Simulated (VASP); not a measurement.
# AlN (P6_3/mmc) in VASP: a series of runs

The runs below take AlN through single point, with r2SCAN.

Everything below comes from runs of VASP 6.6.1. Logs are shortened: lines on timing, memory, paths and dates and some standing lists are left out, and cuts for length are marked.

### Step 1. The cell of the first run

The structure is hexagonal, space group P6_3/mmc (No. 194). The conventional cell has a = 3.312 Å, b = 3.312 Å, c = 4.188 Å, α = 90.00°, β = 90.00°, γ = 120.00°. Within 2.5 Å of Al (site symmetry -6m2) lie 5 N at 1.91 to 2.09 Å. N (site symmetry -6m2) has 5 Al at 1.91 to 2.09 Å within 2.5 Å.

### Step 2. Single point, r2SCAN

POSCAR

```
AlN
1.0
    3.3121157418      0.0000000000      0.0000000000
   -1.6560578709      2.8683763727      0.0000000000
    0.0000000000      0.0000000000      4.1875630000
Al N
2 2
Direct
    0.6666666667      0.3333333333      0.2500000000
    0.3333333333      0.6666666667      0.7500000000
    0.6666666667      0.3333333333      0.7500000000
    0.3333333333      0.6666666667      0.2500000000
```

INCAR.step1

```
SYSTEM = AlN
PREC = Accurate ; ENCUT = 520
ISMEAR = -1 ; SIGMA = 0.05
LREAL = .FALSE. ; LASPH = .TRUE.
NELM = 80 ; NBANDS = 16
GGA = PE ; ALGO = Normal
EDIFF = 1E-4 ; LWAVE = .TRUE.
LCHARG = .FALSE.
```

INCAR.step2

```
SYSTEM = AlN
PREC = Accurate ; ENCUT = 520
EDIFF = 1E-6 ; ISMEAR = -1
SIGMA = 0.05 ; LREAL = .FALSE.
LASPH = .TRUE. ; NELM = 80
ALGO = Normal ; ISIF = 2
LWAVE = .FALSE. ; LCHARG = .FALSE.
METAGGA = R2SCAN ; LMIXTAU = .TRUE.
NBANDS = 16 ; ISTART = 1
```

KPOINTS

```
regular mesh
0
G
  9 9 7
  0 0 0
```

Potentials or basis: VASP PAW PBE potentials, release 64 (Al, N).

The run is started by

```sh
$ cat potpaw_PBE.64/Al/POTCAR potpaw_PBE.64/N/POTCAR > POTCAR
$ cp INCAR.step1 INCAR
$ mpirun -np 1 vasp_std > vasp.out
$ cp INCAR.step2 INCAR
$ mpirun -np 1 vasp_std > vasp.out
```

OUTCAR:

```text
SYSTEM = AlN
   PREC = Accurate
   ENCUT = 520
   EDIFF = 1E-6
   ISMEAR = -1
   LREAL = .FALSE.
   LASPH = .TRUE.
   NELM = 80
   ISIF = 2
   METAGGA = R2SCAN
   ISTART = 1

 ion  position               nearest neighbor table
   1  0.667  0.333  0.250-   4 1.91   4 1.91   4 1.91   3 2.09   3 2.09   2 2.84   2 2.84   2 2.84
                             2 2.84   2 2.84   2 2.84
   2  0.333  0.667  0.750-   3 1.91   3 1.91   3 1.91   4 2.09   4 2.09   1 2.84   1 2.84   1 2.84
                             1 2.84   1 2.84   1 2.84
   3  0.667  0.333  0.750-   2 1.91   2 1.91   2 1.91   1 2.09   1 2.09
   4  0.333  0.667  0.250-   1 1.91   1 1.91   1 1.91   2 2.09   2 2.09

  LATTYP: Found a hexagonal cell.
 ALAT       =     3.3121157418
 C/A-ratio  =     1.2643166261

  Lattice vectors:

 A1 = (   3.3121157418,   0.0000000000,   0.0000000000)
 A2 = (  -1.6560578709,   2.8683763727,   0.0000000000)
 A3 = (   0.0000000000,   0.0000000000,   4.1875630000)

Analysis of symmetry for initial positions (statically):
=====================================================================
 Subroutine PRICEL returns:
 Original cell was already a primitive cell.

 Routine SETGRP: Setting up the symmetry group for a
 hexagonal supercell.

 Subroutine GETGRP returns: Found 24 space group operations
 (whereof 12 operations were pure point group operations)
 out of a pool of 24 trial point group operations.

The static configuration has the point symmetry D_3d.
 The point group associated with its full space group is D_6h.

Analysis of symmetry for dynamics (positions and initial velocities):
=====================================================================
 Subroutine PRICEL returns:
 Original cell was already a primitive cell.

 Routine SETGRP: Setting up the symmetry group for a
 hexagonal supercell.

 Subroutine GETGRP returns: Found 24 space group operations
 (whereof 12 operations were pure point group operations)
 out of a pool of 24 trial point group operations.

The dynamic configuration has the point symmetry D_3d.
 The point group associated with its full space group is D_6h.

 Subroutine INISYM returns: Found 24 space group operations
 (whereof 12 operations are pure point group operations),
 and found     1 'primitive' translations

----------------------------------------------------------------------------------------

                                     Primitive cell

  volume of cell :      39.7835

  direct lattice vectors                    reciprocal lattice vectors
     3.312115742  0.000000000  0.000000000     0.301921816  0.174314642  0.000000000
    -1.656057871  2.868376373  0.000000000     0.000000000  0.348629284  0.000000000
     0.000000000  0.000000000  4.187563000     0.000000000  0.000000000  0.238802377

  length of vectors
     3.312115742  3.312115742  4.187563000     0.348629284  0.348629284  0.238802377

  position of ions in fractional coordinates (direct lattice)
     0.666666667  0.333333333  0.250000000
     0.333333333  0.666666667  0.750000000
     0.666666667  0.333333333  0.750000000
     0.333333333  0.666666667  0.250000000

  ion indices of the primitive-cell ions
   primitive index   ion index
                 1           1
                 2           2
                 3           3
                 4           4

----------------------------------------------------------------------------------------

 KPOINTS: regular mesh

Automatic generation of k-mesh.
 Grid dimensions read from file:
 generate k-points for:    9    9    7

 Generating k-lattice:

  Cartesian coordinates                     Fractional coordinates (reciprocal lattice)
     0.033546868  0.019368294  0.000000000     0.111111111 -0.000000000  0.000000000
     0.000000000  0.038736587  0.000000000     0.000000000  0.111111111  0.000000000
     0.000000000  0.000000000  0.034114625     0.000000000  0.000000000  0.142857143

  Length of vectors
     0.038736587  0.038736587  0.034114625

  Shift w.r.t. Gamma in fractional coordinates (k-lattice)
     0.000000000  0.000000000  0.000000000

 Subroutine IBZKPT returns following result:
 ===========================================

 Found     48 irreducible k-points:

 Following reciprocal coordinates:
            Coordinates               Weight
  0.000000  0.000000  0.000000      1.000000
  0.111111  0.000000  0.000000      6.000000
  0.222222  0.000000  0.000000      6.000000
  0.333333  0.000000  0.000000      6.000000
  0.444444  0.000000  0.000000      6.000000
  0.111111  0.111111  0.000000      6.000000
[... 16 lines left out ...]
  0.333333  0.222222  0.142857     24.000000
  0.333333  0.333333  0.142857      4.000000
 [... further k-points ...]
   k-points           NKPTS =     48   k-points in BZ     NKDIM =     48   number of bands    NBANDS=     16
   number of dos      NEDOS =    301   number of ions     NIONS =      4
   total plane-waves  NPLWV =  25088
   dimension x,y,z NGX =    28 NGY =   28 NGZ =   32
   dimension x,y,z NGXF=    56 NGYF=   56 NGZF=   64
   ions per type =               2   2
   NGX,Y,Z   is equivalent  to a cutoff of  14.05, 14.05, 12.70 a.u.
   NGXF,Y,Z  is equivalent  to a cutoff of  28.11, 28.11, 25.41 a.u.
 SYSTEM =  AlN
   PREC   = accura    normal or accurate (medium, high low for compatibility)
   ISTART =      1    job   : 0-new  1-cont  2-samecut
   ICHARG =      0    charge: 1-file 2-atom 10-const
   ISPIN  =      1    spin polarized calculation?
   LNONCOLLINEAR =      F non collinear calculations
   LSORBIT =      F    spin-orbit coupling
   LASPH  =      T    aspherical Exc in radial PAW
   ENCUT  =  520.0 eV  38.22 Ry    6.18 a.u.   6.16  6.16  7.79*2*pi/ulx,y,z
   NELM   =     80;   NELMIN=  2; NELMDL=  0     # of ELM steps
   EDIFF  = 0.1E-05   stopping-criterion for ELM
   LREAL  =      F    real-space projection
   EDIFFG = 0.1E-04   stopping-criterion for IOM
   NSW    =      0    number of steps for IOM
   IBRION =     -1    ionic relax: 0-MD 1-quasi-New 2-CG
   NFREE  =      0    steps in history (QN), initial steepest desc. (CG)
   ISIF   =      2    stress and relaxation
   ISYM   =      2    0-nonsym 1-usesym 2-fastsym
   POTIM  = 0.5000    time-step for ionic-motion
   TEBEG  =    0.0;   TEEND  =   0.0 temperature during run
   PSTRESS=    0.0 pullay stress
   NELECT =      16.0000    total number of electrons
   NUPDOWN=      -1.0000    fix difference up-down
   EMIN   =  10.00;   EMAX   =-10.00  energy-range for DOS
   EFERMI =   0.00;   METHOD = LEGACY
   ISMEAR =    -1;   SIGMA  =   0.05  broadening in eV -4-tet -1-fermi 0-gaus
   EFERMI_NEDOS =   21; number of points for ismear=-14 and -15
   IALGO  =     38    algorithm
   IMIX   =      4    mixing-type and parameters
     AMIX     =   0.40;   BMIX     =  1.00
     AMIX_MAG =   1.60;   BMIX_MAG =  1.00
  volume/ion in A,a.u.               =       9.95        67.12
  Fermi-wavevector in a.u.,A,eV,Ry     =   1.208409  2.283561 19.867927  1.460251
  Thomas-Fermi vector in A             =   2.344017
   LORBIT       =      0    0 simple, 1 ext, 2 COOP (PROOUT), +10 PAW based schemes
   METAGGA = R2SCAN    functional components
   LHFCALC =     F    Hartree Fock is set to
   AEXX    =    0.0000 exact exchange contribution
   IVDW    =     0    specifies the selected vdW correction
   LEPSILON=     F    determine dielectric tensor
   LRPA    =     F    only Hartree local field effects (RPA)
 non-spin polarized calculation
  energy-cutoff  :      520.00
  volume of cell :       39.78
 maximum number of plane-waves:      1090
 NGX is ok and might be reduce to    28
   NGX = 13   NGY = 13   NGZ = 15

 number of electron      15.9999999 magnetization

 Free energy of the ion-electron system (eV)
  ---------------------------------------------------
  ext. energy  EPLUGINS =         0.00000000
  ---------------------------------------------------
  free energy    TOTEN  =       -37.99344249 eV

  energy without entropy =      -37.99344249  energy(sigma->0) =      -37.99344249

 E-fermi :   8.6482     XC(G=0): -11.6964

 val. band max:        7.7661976211   @ k =   0.0000   0.0000   0.0000
 cond. band min:      11.6226470722   @ k =   0.0000   0.0000   0.0000
 fundamental gap:      3.8564494511
 Fermi energy:         8.6481909576

 k-point     1 :       0.0000    0.0000    0.0000
  band No.  band energies     occupation
      1      -9.8877      2.00000
      2      -6.2722      2.00000
      3       0.7032      2.00000
      4       4.3518      2.00000
      5       4.3518      2.00000
      6       6.0617      2.00000
[... 8 lines left out ...]
     15      20.4495      0.00000
     16      20.5709      0.00000

 k-point     2 :       0.1111    0.0000    0.0000
  band No.  band energies     occupation
      1      -9.7471      2.00000
      2      -6.2716      2.00000
      3       0.8586      2.00000
      4       3.8647      2.00000
      5       4.1517      2.00000
      6       5.5798      2.00000
[... 8 lines left out ...]
     15      19.8569      0.00000
     16      20.2683      0.00000

 k-point     3 :       0.2222    0.0000    0.0000
  band No.  band energies     occupation
      1      -9.3449      2.00000
      2      -6.3124      2.00000
      3       1.3112      2.00000
      4       2.7946      2.00000
      5       3.7417      2.00000
      6       4.6793      2.00000
[... 8 lines left out ...]
     15      18.8647      0.00000
     16      21.1221      0.00000

 k-point     4 :       0.3333    0.0000    0.0000
  band No.  band energies     occupation
      1      -8.7529      2.00000
      2      -6.4930      2.00000
      3       1.7923      2.00000
      4       2.0058      2.00000
      5       3.3683      2.00000
      6       3.8878      2.00000
[... 8 lines left out ...]
     15      20.0487      0.00000
     16      21.6464      0.00000

 k-point     5 :       0.4444    0.0000    0.0000
  band No.  band energies     occupation
      1      -8.1684      2.00000
      2      -6.8154      2.00000
      3       1.2372      2.00000
      4       2.7387      2.00000
      5       3.1571      2.00000
      6       3.4296      2.00000
[... 8 lines left out ...]
     15      21.7475      0.00000
     16      22.0217      0.00000

 k-point     6 :       0.1111    0.1111    0.0000
  band No.  band energies     occupation
      1      -9.4753      2.00000
      2      -6.2914      2.00000
      3       1.1631      2.00000
      4       3.3156      2.00000
      5       3.5098      2.00000
      6       5.1375      2.00000
[... 8 lines left out ...]
     15      19.5815      0.00000
     16      20.8438      0.00000
[... 267 lines left out ...]
 k-point    21 :       0.4444    0.1111    0.1429
  band No.  band energies     occupation
      1      -7.8954      2.00000
      2      -6.9497      2.00000
      3       0.8629      2.00000
      4       2.5728      2.00000
      5       2.6941      2.00000
      6       3.8968      2.00000
[... 8 lines left out ...]
     15      21.0041      0.00000
     16      22.2368      0.00000

 k-point    22 :       0.2222    0.2222    0.1429
  band No.  band energies     occupation
      1      -8.3343      2.00000
      2      -6.6951      2.00000
      3       1.5154      2.00000
      4       1.7233      2.00000
      5       3.5541      2.00000
      6       3.7022      2.00000
[... 8 lines left out ...]
     15      20.6362      0.00000
     16      21.9252      0.00000

 k-point    23 :       0.3333    0.2222    0.1429
  band No.  band energies     occupation
      1      -7.7918      2.00000
      2      -6.9814      2.00000
      3       1.1081      2.00000
      4       1.9796      2.00000
      5       2.7883      2.00000
      6       4.2330      2.00000
[... 8 lines left out ...]
     15      20.4733      0.00000
     16      22.1030      0.00000

 k-point    24 :       0.3333    0.3333    0.1429
  band No.  band energies     occupation
      1      -7.3384      2.00000
      2      -7.3384      2.00000
      3       1.0541      2.00000
      4       2.2667      2.00000
      5       2.2667      2.00000
      6       4.7847      2.00000
[... 8 lines left out ...]
     15      19.8648      0.00000
     16      21.7470      0.00000

 [... further k-points ...]

------------------------ aborting loop because EDIFF is reached ----------------------------------------

  FORCE on cell =-STRESS in cart. coord.  units (eV):
  Direction    XX          YY          ZZ          XY          YZ          ZX
  --------------------------------------------------------------------------------------
  -------------------------------------------------------------------------------------
  Total       -1.3479362     -1.3479362     -1.4805328      0.0000000      0.0000000     -0.0000000
  in kB      -54.2846371    -54.2846371    -59.6246210      0.0000000      0.0000000     -0.0000000
  external PRESSURE =     -56.0646317 kB  Pullay stress =       0.0000000 kB

 VOLUME and BASIS-vectors are now :
 -----------------------------------------------------------------------------
  energy-cutoff  :      520.00
  volume of cell :       39.78
      direct lattice vectors                 reciprocal lattice vectors
     3.312115742  0.000000000  0.000000000     0.301921816  0.174314642  0.000000000
    -1.656057871  2.868376373  0.000000000     0.000000000  0.348629284  0.000000000
     0.000000000  0.000000000  4.187563000     0.000000000  0.000000000  0.238802377

 POSITION                                       TOTAL-FORCE (eV/Angst)
 -----------------------------------------------------------------------------------
      1.65606      0.95613      1.04689        -0.000000      0.000000      0.000000
     -0.00000      1.91225      3.14067         0.000000     -0.000000      0.000000
      1.65606      0.95613      3.14067        -0.000000      0.000000      0.000000
     -0.00000      1.91225      1.04689        -0.000000     -0.000000      0.000000
 -----------------------------------------------------------------------------------
    total drift:                               -0.000000     -0.000000     -0.000000

  FREE ENERGIE OF THE ION-ELECTRON SYSTEM (eV)
  ---------------------------------------------------
  free  energy   TOTEN  =       -37.9934424864 eV

  energy  without entropy=      -37.9934424864  energy(sigma->0) =      -37.99344249
```

Run time: 86 s. Hardware: 1 thread of Intel Xeon Platinum 8375C at 2.90GHz (Ice Lake), shared host; peak memory 0.17 GiB.

Results:

- Free energy: -37.9934 eV
- Pressure: -5.6 GPa
- Band gap on the k mesh: 3.86 eV, direct

Levels at points of the mesh, in eV from the valence-band top:
| k point | band 4 | band 5 | band 6 | band 7 | band 8 | band 9 | band 10 | band 11 | band 12 | band 13 |
| --- | --- | --- | --- | --- | --- | --- | --- | --- | --- | --- |
| (0.00, 0.00, 0.00) | -3.41 | -3.41 | -1.70 | -1.70 | 0.00 | 3.86 | 5.20 | 9.03 | 9.03 | 12.13 |

Caveat: the PAW data sets were made with another functional, which shifts forces and pressure a little. r2SCAN opens gaps a little over a GGA but as a rule still falls short of measured ones.

### Step 3. Single point, r2SCAN

This run uses another cell than the first one, of 10.14 Å³/atom, 1.020 times its volume.

POSCAR

```
AlN
1.0
    3.3340509224      0.0000000000      0.0000000000
   -1.6670254612      2.8873727963      0.0000000000
    0.0000000000      0.0000000000      4.2152960135
Al N
2 2
Direct
    0.6666666667      0.3333333333      0.2500000000
    0.3333333333      0.6666666667      0.7500000000
    0.6666666667      0.3333333333      0.7500000000
    0.3333333333      0.6666666667      0.2500000000
```

INCAR.step1

```
PREC = Accurate
ENCUT = 520
ISMEAR = -1
SIGMA = 0.05
LREAL = F
LASPH = T
NELM = 80
NBANDS = 16
GGA = PE
ALGO = Normal
EDIFF = 1E-4
LWAVE = T
LCHARG = F
```

INCAR.step2

```
PREC = Accurate
ENCUT = 520
EDIFF = 1E-6
ISMEAR = -1
SIGMA = 0.05
LREAL = F
LASPH = T
NELM = 80
ALGO = Normal
ISIF = 2
LWAVE = F
LCHARG = F
METAGGA = R2SCAN
LMIXTAU = T
NBANDS = 16
ISTART = 1
```

KPOINTS

```
Automatic mesh
0
Gamma
  9 9 7
```

Potentials or basis: VASP PAW PBE potentials, release 64 (Al, N).

The run is started by

```sh
$ cat potpaw_PBE.64/Al/POTCAR potpaw_PBE.64/N/POTCAR > POTCAR
$ cp INCAR.step1 INCAR
$ mpirun -np 1 vasp_std > vasp.out
$ cp INCAR.step2 INCAR
$ mpirun -np 1 vasp_std > vasp.out
```

Wall time 81 s (1 thread of Intel Xeon Platinum 8375C at 2.90GHz (Ice Lake), shared host); peak memory 0.17 GiB.

The run converged. Its results:

```
Free energy            : -37.9564 eV
Pressure               : -9.5 GPa
Band gap on the k mesh : 3.70 eV, direct
```

Stress tensor (GPa, compression positive):
```
-9.64  0.00  0.00
 0.00 -9.64  0.00
 0.00  0.00 -9.32
```

Levels at points of the mesh, in eV from the valence-band top:
```
           k point  band 4  band 5  band 6  band 7  band 8  band 9  band 10  band 11  band 12  band 13
(0.00, 0.00, 0.00)   -3.36   -3.36   -1.67   -1.67    0.00    3.70     5.03     8.91     8.91    11.96
```

Caveat: the PAW data sets were made with another functional, which shifts forces and pressure a little.
